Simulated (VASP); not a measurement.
# Li (P6_3/mmc) in VASP: further runs

Li is run at these levels: PBE+D3(BJ); tasks: single point.

Everything below comes from runs of VASP 6.6.1. Logs are shortened: lines on timing, memory, paths and dates and some standing lists are left out, and cuts for length are marked.

### Step 1. The cell of the first run

The structure is hexagonal, space group P6_3/mmc (No. 194). The conventional cell has a = 2.920 Å, b = 2.920 Å, c = 9.590 Å, α = 90.00°, β = 90.00°, γ = 120.00°. Within 3.8 Å of Li (site symmetry -3m) lie 12 Li at 2.92 to 2.93 Å. Within 3.8 Å of Li (site symmetry -6m2) lie 12 Li at 2.92 to 2.93 Å.

This isn't the form of Li at room conditions, which is bcc.

### Step 2. Single point, PBE+D3(BJ) (17.71 Å³/atom)

INCAR reads:

```
SYSTEM = Li
PREC = Accurate
ENCUT = 520
EDIFF = 1E-6
ISMEAR = 0
SIGMA = 0.1
LREAL = .False.
LASPH = .True.
NELM = 60
ALGO = Fast
ISIF = 2
LWAVE = .False.
LCHARG = .False.
GGA = PE
IVDW = 12
NBANDS = 14
```

KPOINTS reads:

```
regular mesh
0
Gamma
  18 18 6
  0 0 0
```

POSCAR reads:

```
Li
1.0
    2.9202389237      0.0000000000      0.0000000000
   -1.4601194619      2.5290010931      0.0000000000
    0.0000000000      0.0000000000      9.5899464723
Li
4
Direct
    0.0000000000      0.0000000000      0.0000000000
    0.3333333333      0.6666666667      0.2500000000
    0.0000000000      0.0000000000      0.5000000000
    0.6666666667      0.3333333333      0.7500000000
```

Potentials or basis: VASP PAW PBE potentials, release 64 (Li_sv).

Started as:

```console
$ cat potpaw_PBE.64/Li_sv/POTCAR > POTCAR
$ mpirun -np 1 vasp_std > vasp.out
```

OUTCAR:

```text
SYSTEM = Li
   PREC = Accurate
   ENCUT = 520
   EDIFF = 1E-6
   ISMEAR = 0
   LREAL = .False.
   LASPH = .True.
   NELM = 60
   ISIF = 2
   GGA = PE
   IVDW = 12
 IVDW          = 12

 ion  position               nearest neighbor table
   1  0.000  0.000  0.000-
   2  0.333  0.667  0.250-
   3  0.000  0.000  0.500-
   4  0.667  0.333  0.750-

  LATTYP: Found a hexagonal cell.
 ALAT       =     2.9202389237
 C/A-ratio  =     3.2839595399

  Lattice vectors:

 A1 = (   2.9202389237,   0.0000000000,   0.0000000000)
 A2 = (  -1.4601194619,   2.5290010931,   0.0000000000)
 A3 = (   0.0000000000,   0.0000000000,   9.5899464723)

Analysis of symmetry for initial positions (statically):
=====================================================================
 Subroutine PRICEL returns:
 Original cell was already a primitive cell.

 Routine SETGRP: Setting up the symmetry group for a
 hexagonal supercell.

 Subroutine GETGRP returns: Found 24 space group operations
 (whereof 12 operations were pure point group operations)
 out of a pool of 24 trial point group operations.

The static configuration has the point symmetry D_3d.
 The point group associated with its full space group is D_6h.

Analysis of symmetry for dynamics (positions and initial velocities):
=====================================================================
 Subroutine PRICEL returns:
 Original cell was already a primitive cell.

 Routine SETGRP: Setting up the symmetry group for a
 hexagonal supercell.

 Subroutine GETGRP returns: Found 24 space group operations
 (whereof 12 operations were pure point group operations)
 out of a pool of 24 trial point group operations.

The dynamic configuration has the point symmetry D_3d.
 The point group associated with its full space group is D_6h.

 Subroutine INISYM returns: Found 24 space group operations
 (whereof 12 operations are pure point group operations),
 and found     1 'primitive' translations

----------------------------------------------------------------------------------------

                                     Primitive cell

  volume of cell :      70.8245

  direct lattice vectors                    reciprocal lattice vectors
     2.920238924  0.000000000  0.000000000     0.342437734  0.197706518  0.000000000
    -1.460119462  2.529001093  0.000000000     0.000000000  0.395413036  0.000000000
     0.000000000  0.000000000  9.589946472     0.000000000  0.000000000  0.104275869

  length of vectors
     2.920238924  2.920238924  9.589946472     0.395413036  0.395413036  0.104275869

  position of ions in fractional coordinates (direct lattice)
     0.000000000  0.000000000  0.000000000
     0.333333333  0.666666667  0.250000000
     0.000000000  0.000000000  0.500000000
     0.666666667  0.333333333  0.750000000

  ion indices of the primitive-cell ions
   primitive index   ion index
                 1           1
                 2           2
                 3           3
                 4           4

----------------------------------------------------------------------------------------

 KPOINTS: regular mesh

Automatic generation of k-mesh.
 Grid dimensions read from file:
 generate k-points for:   18   18    6

 Generating k-lattice:

  Cartesian coordinates                     Fractional coordinates (reciprocal lattice)
     0.019024319  0.010983695  0.000000000     0.055555556  0.000000000  0.000000000
     0.000000000  0.021967391  0.000000000     0.000000000  0.055555556  0.000000000
     0.000000000  0.000000000  0.017379311     0.000000000  0.000000000  0.166666667

  Length of vectors
     0.021967391  0.021967391  0.017379311

  Shift w.r.t. Gamma in fractional coordinates (k-lattice)
     0.000000000  0.000000000  0.000000000

 Subroutine IBZKPT returns following result:
 ===========================================

 Found    148 irreducible k-points:

 Following reciprocal coordinates:
            Coordinates               Weight
  0.000000  0.000000  0.000000      1.000000
  0.055556 -0.000000  0.000000      6.000000
  0.111111 -0.000000  0.000000      6.000000
  0.166667  0.000000  0.000000      6.000000
  0.222222  0.000000  0.000000      6.000000
  0.277778  0.000000  0.000000      6.000000
[... 16 lines left out ...]
  0.333333  0.111111  0.000000     12.000000
  0.388889  0.111111  0.000000     12.000000
 [... further k-points ...]
   k-points           NKPTS =    148   k-points in BZ     NKDIM =    148   number of bands    NBANDS=     14
   number of dos      NEDOS =    301   number of ions     NIONS =      4
   total plane-waves  NPLWV =  41472
   dimension x,y,z NGX =    24 NGY =   24 NGZ =   72
   dimension x,y,z NGXF=    48 NGYF=   48 NGZF=  144
   ions per type =               4
   NGX,Y,Z   is equivalent  to a cutoff of  13.66, 13.66, 12.48 a.u.
   NGXF,Y,Z  is equivalent  to a cutoff of  27.33, 27.33, 24.96 a.u.
 SYSTEM =  Li
   PREC   = accura    normal or accurate (medium, high low for compatibility)
   ISTART =      0    job   : 0-new  1-cont  2-samecut
   ICHARG =      2    charge: 1-file 2-atom 10-const
   ISPIN  =      1    spin polarized calculation?
   LNONCOLLINEAR =      F non collinear calculations
   LSORBIT =      F    spin-orbit coupling
   LASPH  =      T    aspherical Exc in radial PAW
   ENCUT  =  520.0 eV  38.22 Ry    6.18 a.u.   5.43  5.43 17.83*2*pi/ulx,y,z
   NELM   =     60;   NELMIN=  2; NELMDL= -5     # of ELM steps
   EDIFF  = 0.1E-05   stopping-criterion for ELM
   LREAL  =      F    real-space projection
   EDIFFG = 0.1E-04   stopping-criterion for IOM
   NSW    =      0    number of steps for IOM
   IBRION =     -1    ionic relax: 0-MD 1-quasi-New 2-CG
   NFREE  =      0    steps in history (QN), initial steepest desc. (CG)
   ISIF   =      2    stress and relaxation
   ISYM   =      2    0-nonsym 1-usesym 2-fastsym
   POTIM  = 0.5000    time-step for ionic-motion
   TEBEG  =    0.0;   TEEND  =   0.0 temperature during run
   PSTRESS=    0.0 pullay stress
   NELECT =      12.0000    total number of electrons
   NUPDOWN=      -1.0000    fix difference up-down
   EMIN   =  10.00;   EMAX   =-10.00  energy-range for DOS
   EFERMI =   0.00;   METHOD = LEGACY
   ISMEAR =     0;   SIGMA  =   0.10  broadening in eV -4-tet -1-fermi 0-gaus
   EFERMI_NEDOS =   21; number of points for ismear=-14 and -15
   IALGO  =     68    algorithm
   IMIX   =      4    mixing-type and parameters
     AMIX     =   0.40;   BMIX     =  1.00
     AMIX_MAG =   1.60;   BMIX_MAG =  1.00
  volume/ion in A,a.u.               =      17.71       119.49
  Fermi-wavevector in a.u.,A,eV,Ry     =   0.905887  1.711878 11.165367  0.820631
  Thomas-Fermi vector in A             =   2.029509
   LORBIT       =      0    0 simple, 1 ext, 2 COOP (PROOUT), +10 PAW based schemes
   GGA     = PE    functional components
   LHFCALC =     F    Hartree Fock is set to
   AEXX    =    0.0000 exact exchange contribution
   IVDW    =    12    specifies the selected vdW correction
   LEPSILON=     F    determine dielectric tensor
   LRPA    =     F    only Hartree local field effects (RPA)
 non-spin polarized calculation
 RMM-DIIS sequential band-by-band and
 Gauss-broadening in eV      SIGMA  =   0.10
  energy-cutoff  :      520.00
  volume of cell :       70.82
 maximum number of plane-waves:      1962
 NGX is ok and might be reduce to    24
   NGX = 11   NGY = 11   NGZ = 35

 number of electron      12.0000002 magnetization

 Free energy of the ion-electron system (eV)
  ---------------------------------------------------
  ext. energy  EPLUGINS =         0.00000000
  ---------------------------------------------------
  free energy    TOTEN  =        -7.56347254 eV

  energy without entropy =       -7.55431310  energy(sigma->0) =       -7.55889282

 E-fermi :   1.0129     XC(G=0):  -7.3819

 val. band max:        1.0120443709   @ k =   0.1111  -0.0000   0.1667
 cond. band min:       1.0191060732   @ k =   0.3333   0.1667   0.3333
 fundamental gap:      0.0070617023
 Fermi energy:         1.0128709002

 k-point     1 :       0.0000    0.0000    0.0000
  band No.  band energies     occupation
      1     -45.2816      2.00000
      2     -45.2673      2.00000
      3     -45.2656      2.00000
      4     -45.2513      2.00000
      5      -2.7024      2.00000
      6      -1.5492      2.00000
      7      -1.5485      2.00000
      8       0.9146      1.83532
      9       4.3777      0.00000
     10       9.7042      0.00000
     11       9.7094      0.00000
     12      14.8608      0.00000
     13      14.8622      0.00000
     14      15.4857      0.00000

 k-point     2 :       0.0556   -0.0000    0.0000
  band No.  band energies     occupation
      1     -45.2808      2.00000
      2     -45.2667      2.00000
      3     -45.2650      2.00000
      4     -45.2509      2.00000
      5      -2.6515      2.00000
      6      -1.4955      2.00000
      7      -1.4948      2.00000
      8       0.9859      1.29725
      9       4.3921      0.00000
     10       9.7252      0.00000
     11       9.7332      0.00000
     12      14.1930      0.00000
     13      14.3556      0.00000
     14      15.3111      0.00000
[... 343 lines left out ...]
      1     -45.2538      2.00000
      2     -45.2483      2.00000
      3     -45.2466      2.00000
      4     -45.2411      2.00000
      5      -0.0301      2.00000
      6       1.0851      0.30670
      7       1.1004      0.21563
      8       3.7442      0.00000
      9       4.5448      0.00000
     10       6.1134      0.00000
     11       6.3416      0.00000
     12       7.2422      0.00000
     13       8.8651      0.00000
     14       9.7342      0.00000

 k-point    24 :       0.3889    0.1111    0.0000
  band No.  band energies     occupation
      1     -45.2507      2.00000
      2     -45.2466      2.00000
      3     -45.2449      2.00000
      4     -45.2408      2.00000
      5       0.6768      2.00000
      6       1.6160      0.00000
      7       1.6727      0.00000
      8       2.9840      0.00000
      9       5.1093      0.00000
     10       5.2637      0.00000
     11       5.8805      0.00000
     12       7.3382      0.00000
     13       8.2844      0.00000
     14       8.3285      0.00000

 [... further k-points ...]

------------------------ aborting loop because EDIFF is reached ----------------------------------------

 Edisp (eV)   -0.77473

 E8    (eV) :    -0.3220

  FORCE on cell =-STRESS in cart. coord.  units (eV):
  Direction    XX          YY          ZZ          XY          YZ          ZX
  --------------------------------------------------------------------------------------
  -------------------------------------------------------------------------------------
  Total       0.18617     0.18617     0.17911    -0.00000     0.00000     0.00000
  in kB       4.21139     4.21139     4.05176    -0.00000     0.00000     0.00000
  external pressure =        4.16 kB  Pullay stress =        0.00 kB

 VOLUME and BASIS-vectors are now :
 -----------------------------------------------------------------------------
  energy-cutoff  :      520.00
  volume of cell :       70.82
      direct lattice vectors                 reciprocal lattice vectors
     2.920238924  0.000000000  0.000000000     0.342437734  0.197706518  0.000000000
    -1.460119462  2.529001093  0.000000000     0.000000000  0.395413036  0.000000000
     0.000000000  0.000000000  9.589946472     0.000000000  0.000000000  0.104275869

 POSITION                                       TOTAL-FORCE (eV/Angst)
 -----------------------------------------------------------------------------------
      0.00000      0.00000      0.00000        -0.000000      0.000000     -0.000000
     -0.00000      1.68600      2.39749        -0.000000      0.000000     -0.000000
      0.00000      0.00000      4.79497        -0.000000      0.000000     -0.000000
      1.46012      0.84300      7.19246         0.000000     -0.000000      0.000000
 -----------------------------------------------------------------------------------
    total drift:                               -0.000000      0.000000      0.000000

  FREE ENERGIE OF THE ION-ELECTRON SYSTEM (eV)
  ---------------------------------------------------
  free  energy   TOTEN  =        -8.3382045452 eV

  energy  without entropy=       -8.3290451068  energy(sigma->0) =       -8.33362483
```

Wall time 4.3 min (1 thread of Intel Xeon 8259CL, shared host); peak memory 0.27 GiB.

Results:

```yaml
Free_energy: -8.3382 eV
Band_gap_on_the_k_mesh: zero (bands 6 and 7 overlap by 4.26 eV)
Dispersion_energy_per_atom: -0.194 eV
```

Caveat: the cutoff is under 1.25 times the usual one of these potentials, so pressure, stress and relaxed cells hold a basis-set (Pulay) error.

(Part 1 of 2 ends here.)

The gap in the log of VASP goes by the Fermi energy; the results here count the filled bands.